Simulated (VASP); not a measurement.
# CoPdO2 (R-3m) in VASP: settings compared

CoPdO2 is run at these levels: PBE, PBEsol; tasks: single point.

All numbers are computed with VASP 6.6.1; they aren't measurements. Logs are shortened: lines on timing, memory, paths and dates and some standing lists are left out, and cuts for length are marked.

## 1. The cell of the first run

It takes space group R-3m (No. 166, trigonal). Conventional cell: a = 2.863 Å, b = 2.863 Å, c = 17.873 Å, α = 90.00°, β = 90.00°, γ = 120.00°. Within 2.7 Å of Pd (site symmetry -3m) lie 2 O at 2.01 Å. Within 2.5 Å of Co (site symmetry -3m) lie 6 O at 1.92 Å. Within 2.6 Å of O (site symmetry 3m) lie 3 Co at 1.92 Å and 1 Pd at 2.01 Å and 3 O at 2.55 Å.

## 2. Single point, PBE, collinear spin, ferromagnetic start

Input file INCAR:

```
SYSTEM = CoPdO2
PREC = Accurate
ENCUT = 520
EDIFF = 1E-6
ISMEAR = -1
SIGMA = 0.05
LREAL = .False.
LASPH = .True.
NELM = 150
ALGO = Normal
ISIF = 2
LWAVE = .False.
LCHARG = .False.
ISPIN = 2
MAGMOM = 0 1 0 0
LORBIT = 11
NUPDOWN = 1.0
LMAXMIX = 4
GGA = PE
NBANDS = 28
```

Input file KPOINTS:

```
regular mesh
0
Gamma
  9 9 9
  0 0 0
```

Input file POSCAR:

```
CoPdO2
1.0
    1.4316899074      0.8265865534      5.9577715763
   -1.4316899074      0.8265865534      5.9577715763
    0.0000000000     -1.6531731068      5.9577715763
Pd Co O
1 1 2
Direct
    0.0000000000      0.0000000000      0.0000000000
    0.5000000000      0.5000000000      0.5000000000
    0.1124760000      0.1124760000      0.1124760000
    0.8875240000      0.8875240000      0.8875240000
```

Potentials or basis: VASP PAW PBE potentials, release 64 (Pd, Co, O).

Started as:

```
$ cat potpaw_PBE.64/Pd/POTCAR potpaw_PBE.64/Co/POTCAR potpaw_PBE.64/O/POTCAR > POTCAR
$ mpirun -np 1 vasp_std > vasp.out
```

OUTCAR:

```text
SYSTEM = CoPdO2
   PREC = Accurate
   ENCUT = 520
   EDIFF = 1E-6
   ISMEAR = -1
   LREAL = .False.
   LASPH = .True.
   NELM = 150
   ISIF = 2
   ISPIN = 2
   LORBIT = 11
   NUPDOWN = 1.0
   GGA = PE

 ion  position               nearest neighbor table
   1  0.000  0.000  0.000-   3 2.01   4 2.01
   2  0.500  0.500  0.500-   3 1.92   4 1.92   3 1.92   3 1.92   4 1.92   4 1.92
   3  0.112  0.112  0.112-   2 1.92   2 1.92   2 1.92   1 2.01
   4  0.888  0.888  0.888-   2 1.92   2 1.92   2 1.92   1 2.01

  LATTYP: Found a trigonal (rhomboedric) cell.
 ALAT       =     6.1828814865
 COS(alpha) =     0.8927626487

  Lattice vectors:

 A1 = (   1.4316899074,   0.8265865534,   5.9577715763)
 A2 = (  -1.4316899074,   0.8265865534,   5.9577715763)
 A3 = (   0.0000000000,  -1.6531731068,   5.9577715763)

Analysis of symmetry for initial positions (statically):
=====================================================================
 Subroutine PRICEL returns:
 Original cell was already a primitive cell.

 Routine SETGRP: Setting up the symmetry group for a
 trigonal (rhombohedral) supercell.

 Subroutine GETGRP returns: Found 12 space group operations
 (whereof 12 operations were pure point group operations)
 out of a pool of 12 trial point group operations.

The static configuration has the point symmetry D_3d.

Analysis of symmetry for dynamics (positions and initial velocities):
=====================================================================
 Subroutine PRICEL returns:
 Original cell was already a primitive cell.

 Routine SETGRP: Setting up the symmetry group for a
 trigonal (rhombohedral) supercell.

 Subroutine GETGRP returns: Found 12 space group operations
 (whereof 12 operations were pure point group operations)
 out of a pool of 12 trial point group operations.

The dynamic configuration has the point symmetry D_3d.

Analysis of structural, dynamic, and magnetic symmetry:
=====================================================================
 Subroutine PRICEL returns:
 Original cell was already a primitive cell.

 Routine SETGRP: Setting up the symmetry group for a
 trigonal (rhombohedral) supercell.

 Subroutine GETGRP returns: Found 12 space group operations
 (whereof 12 operations were pure point group operations)
 out of a pool of 12 trial point group operations.

The overall configuration has the point symmetry D_3d.

 Subroutine INISYM returns: Found 12 space group operations
 (whereof 12 operations are pure point group operations),
 and found     1 'primitive' translations

[... 128 lines left out ...]
   LRPA    =     F    only Hartree local field effects (RPA)
 spin polarized calculation
  energy-cutoff  :      520.00
  volume of cell :       42.30
 maximum number of plane-waves:      1168
 NGX is ok and might be reduce to    48
   NGX = 23   NGY = 23   NGZ = 23

 number of electron      31.0000000 magnetization       1.0000000

 Free energy of the ion-electron system (eV)
  ---------------------------------------------------
  ext. energy  EPLUGINS =         0.00000000
  ---------------------------------------------------
  free energy    TOTEN  =       -25.32344109 eV

  energy without entropy =      -25.29165907  energy(sigma->0) =      -25.30755008

 E-fermi :   7.0610     XC(G=0): -12.3116

 val. band max:        7.7897193135   @ k =   0.4444   0.3333   0.1111
 cond. band min:       7.0644806889   @ k =  -0.3333   0.2222  -0.0000
 fundamental gap:     -0.7252386246
 Fermi energy:         7.8291527038

 spin component 1

 k-point     1 :       0.0000    0.0000    0.0000
  band No.  band energies     occupation
      1     -13.3304      1.00000
      2     -11.5066      1.00000
      3      -0.9254      1.00000
      4       1.4061      1.00000
      5       1.4061      1.00000
      6       2.4961      1.00000
[... 709 lines left out ...]
     26      23.0445      0.00000
     27      24.5778      0.00000

 [... further k-points ...]

 spin component 2

 k-point     1 :       0.0000    0.0000    0.0000
  band No.  band energies     occupation
      1     -13.2682      1.00000
      2     -11.4420      1.00000
      3      -0.7874      1.00000
      4       1.6246      1.00000
      5       1.6246      1.00000
      6       2.7609      1.00000
[... 709 lines left out ...]
     26      23.1513      0.00000
     27      24.6469      0.00000

 [... further k-points ...]

 [bands above 27 left out]

------------------------ aborting loop because EDIFF is reached ----------------------------------------

  FORCE on cell =-STRESS in cart. coord.  units (eV):
  Direction    XX          YY          ZZ          XY          YZ          ZX
  --------------------------------------------------------------------------------------
  -------------------------------------------------------------------------------------
  Total        0.2841993      0.2841993      1.5864832     -0.0000000      0.0000000      0.0000000
  in kB       10.7636895     10.7636895     60.0860522     -0.0000000      0.0000000      0.0000000
  external PRESSURE =      27.2044770 kB  Pullay stress =       0.0000000 kB

 VOLUME and BASIS-vectors are now :
 -----------------------------------------------------------------------------
  energy-cutoff  :      520.00
  volume of cell :       42.30
      direct lattice vectors                 reciprocal lattice vectors
     1.431689907  0.826586553  5.957771576     0.349237637  0.201632444  0.055949331
    -1.431689907  0.826586553  5.957771576    -0.349237637  0.201632444  0.055949331
     0.000000000 -1.653173107  5.957771576     0.000000000 -0.403264887  0.055949331

 POSITION                                       TOTAL-FORCE (eV/Angst)
 -----------------------------------------------------------------------------------
      0.00000      0.00000      0.00000        -0.000000      0.000000      0.000000
      0.00000      0.00000      8.93666         0.000000      0.000000      0.000000
      0.00000      0.00000      2.01032        -0.000000      0.000000      0.184576
      0.00000      0.00000     15.86300        -0.000000     -0.000000     -0.184576
 -----------------------------------------------------------------------------------
    total drift:                                0.000000      0.000000     -0.000000

  FREE ENERGIE OF THE ION-ELECTRON SYSTEM (eV)
  ---------------------------------------------------
  free  energy   TOTEN  =       -25.3234410855 eV

  energy  without entropy=      -25.2916590715  energy(sigma->0) =      -25.30755008

 total charge

# of ion       s       p       d       tot
------------------------------------------
    1        0.463   0.441   8.453   9.357
    2        0.421   0.637   7.290   8.348
    3        1.567   3.422   0.000   4.989
    4        1.567   3.422   0.000   4.989
--------------------------------------------------
tot          4.017   7.922  15.744  27.683

 magnetization (x)

# of ion       s       p       d       tot
------------------------------------------
    1        0.013   0.005   0.357   0.375
    2        0.004   0.010   0.534   0.548
    3        0.009   0.023   0.000   0.032
    4        0.009   0.023   0.000   0.032
--------------------------------------------------
tot          0.034   0.061   0.891   0.987
```

OSZICAR:

```text
N       E                     dE             d eps       ncg     rms          rms(c)
DAV:   1     0.242611424480E+03    0.24261E+03   -0.14551E+04  9560   0.123E+03
DAV:   2    -0.122078190349E+02   -0.25482E+03   -0.22752E+03  9936   0.309E+02
[... 11 lines left out ...]
DAV:  14    -0.253235647669E+02   -0.90602E-04   -0.56901E-04 12648   0.197E-01    0.183E-01
DAV:  15    -0.253235973749E+02   -0.32608E-04   -0.44900E-05 13736   0.811E-02    0.173E-01
DAV:  16    -0.253234602272E+02    0.13715E-03   -0.90409E-05 12164   0.188E-01    0.799E-02
DAV:  17    -0.253234454097E+02    0.14818E-04   -0.34517E-05 13884   0.551E-02    0.475E-02
DAV:  18    -0.253234420147E+02    0.33950E-05   -0.29489E-06  9036   0.274E-02    0.255E-02
DAV:  19    -0.253234410855E+02    0.92915E-06   -0.13728E-06  5800   0.139E-02
   1 F= -.25323441E+02 E0= -.25307550E+02  d E =-.317820E-01  mag=     1.0000
```

Run time: 19 min. Hardware: 1 thread of Intel Xeon 8259CL, shared host; peak memory 0.51 GiB.

What came out:

```
Free energy                                           : -25.3234 eV
Pressure                                              : 2.7 GPa
Largest force                                         : 0.185 eV/Å
Net moment                                            : 1.00 μB per cell
Site moments                                          : Pd +0.38; Co +0.55; O +0.03 μB
Valence electrons inside the program's atomic spheres : Pd 9.36; Co 8.35; O 4.99
```

Forces on the atoms (eV/Å):
```
Pd   0.000  0.000  0.000
Co   0.000  0.000  0.000
O    0.000  0.000  0.185
O    0.000  0.000 -0.185
```

Stress tensor (GPa, compression positive):
```
1.08 0.00 0.00
0.00 1.08 0.00
0.00 0.00 6.01
```

Caveat: the total moment is fixed, so each spin has its own Fermi level; a cell with one magnetic atom can't hold antiferromagnetic order, which such compounds often take.

## 3. Single point, PBE, collinear spin, ferromagnetic start

Input file INCAR:

```
SYSTEM = CoPdO2
PREC = Accurate
ENCUT = 520
EDIFF = 1E-7
ISMEAR = -1
SIGMA = 0.05
LREAL = .FALSE.
LASPH = .TRUE.
NELM = 150
ALGO = Normal
ISIF = 2
LWAVE = .FALSE.
LCHARG = .TRUE.
ISPIN = 2
MAGMOM = 0 1.5 0 0
LORBIT = 11
NUPDOWN = 1.5
LMAXMIX = 4
GGA = PE
LELF = .TRUE.
LVHAR = .TRUE.
NBANDS = 28
```

Input file KPOINTS:

```
Automatic mesh
0
G
  9 9 9
  0 0 0
```

POSCAR is that of step 2.

Potentials or basis: VASP PAW PBE potentials, release 64 (Pd, Co, O).

Started as:

```
$ cat potpaw_PBE.64/Pd/POTCAR potpaw_PBE.64/Co/POTCAR potpaw_PBE.64/O/POTCAR > POTCAR
$ mpirun -np 1 vasp_std > vasp.out
```

It took 23 min on 1 thread of Intel Xeon 8259CL, shared host; peak memory 0.52 GiB.

It converged, with:

| Item | Value |
| --- | --- |
| Free energy | -25.1029 eV |
| Pressure | 5.6 GPa |
| Largest force | 0.119 eV/Å |
| Net moment | 1.50 μB per cell |
| Site moments | Pd +0.36; Co +1.00; O +0.05 μB |
| Valence electrons inside the program's atomic spheres | Pd 9.36; Co 8.33; O 4.99 |

Forces in eV/Å, atoms in the order of the input:
```
Pd   0.000  0.000  0.000
Co   0.000  0.000  0.000
O    0.000  0.000 -0.119
O    0.000  0.000  0.119
```

Stress tensor (GPa, compression positive):
```
4.10 0.00 0.00
0.00 4.10 0.00
0.00 0.00 8.46
```

Caveat: the cell stands under pressure; the total moment is fixed, so each spin has its own Fermi level; a cell with one magnetic atom can't hold antiferromagnetic order, which such compounds often take.

## 4. Single point, PBEsol, collinear spin, ferromagnetic start

This run uses another cell than the first one, of 10.07 Å³/atom.

Input file INCAR:

```
PREC     = Accurate       # precision mode
ENCUT    = 520            # plane-wave cutoff, eV
EDIFF    = 1E-6           # SCF threshold, eV
ISMEAR   = -1             # smearing method
SIGMA    = 0.05           # smearing width, eV
LREAL    = F              # projectors in reciprocal space
LASPH    = T              # aspherical terms in the spheres
NELM     = 150            # most SCF steps
ALGO     = Normal         # electronic algorithm
ISIF     = 2              # what is computed and relaxed
LWAVE    = F              # write WAVECAR
LCHARG   = F              # write CHGCAR
ISPIN    = 2              # spin polarisation
MAGMOM   = 0 2 0 0        # initial moments
LORBIT   = 11             # projections on sites
LMAXMIX  = 4              # l up to which the mixer works
GGA      = PS             # functional
NBANDS   = 28             # bands
```

Input file KPOINTS:

```
regular mesh
0
Gamma
  11 11 11
```

Input file POSCAR:

```
CoPdO2
1.0
    1.4073342980      0.8125248358      5.8710357801
   -1.4073342980      0.8125248358      5.8710357801
    0.0000000000     -1.6250496716      5.8710357801
Pd Co O
1 1 2
Direct
    0.0000000000      0.0000000000      0.0000000000
    0.5000000000      0.5000000000      0.5000000000
    0.1125546925      0.1125546925      0.1125546925
    0.8874453075      0.8874453075      0.8874453075
```

Started as:

```
$ cat potpaw_PBE.64/Pd/POTCAR potpaw_PBE.64/Co/POTCAR potpaw_PBE.64/O/POTCAR > POTCAR
$ mpirun -np 1 vasp_std > vasp.out
```

It took 31 min on 1 thread of Intel Xeon 8259CL, shared host; peak memory 0.59 GiB.

It converged, with:

| Property | Result |
| --- | --- |
| Free energy | -27.7764 eV |
| Pressure | -0.1 GPa |
| Largest force | 0.045 eV/Å |
| Net moment | 0.00 μB per cell |
| Valence electrons inside the program's atomic spheres | Pd 9.44; Co 8.53; O 4.99 |

Forces on the atoms (eV/Å):
```
Pd   0.000  0.000  0.000
Co   0.000  0.000  0.000
O    0.000  0.000 -0.045
O    0.000  0.000  0.045
```

Stress tensor (GPa, compression positive):
```
-0.08  0.00  0.00
 0.00 -0.08  0.00
 0.00  0.00 -0.22
```

Levels at points of the mesh, in eV from the Fermi level:
Spin up:
```csv
k point,band 13,band 14,band 15,band 16,band 17,band 18,band 19,band 20
"(0.00, 0.00, 0.00)",-1.62,-1.38,-1.38,-0.87,2.26,2.26,3.17,6.46
```
Spin down:
```csv
k point,band 13,band 14,band 15,band 16,band 17,band 18,band 19,band 20
"(0.00, 0.00, 0.00)",-1.62,-1.38,-1.38,-0.87,2.26,2.26,3.17,6.46
```

Caveat: the PAW data sets were made with another functional, which shifts forces and pressure a little; semilocal functionals often make such compounds metallic where correlation or magnetic order opens a gap, which also shifts bond lengths.

## 5. For comparison

An earlier run on the cell of the first run above: functional PBEsol; potentials or basis VASP PAW PBE potentials, release 64 (Pd, Co, O); cutoff 520 eV; k mesh 11 × 11 × 11; occupations fermi-dirac, width 0.05 eV; collinear spin, ferromagnetic start; starting moments [0.0, 2.0, 0.0, 0.0] μB.

* Pressure: -10.7 GPa
* Largest force: 0.194 eV/Å
* Net moment: 0.00 μB per cell
* Valence electrons inside the program's atomic spheres: Pd 9.34; Co 8.38; O 4.96
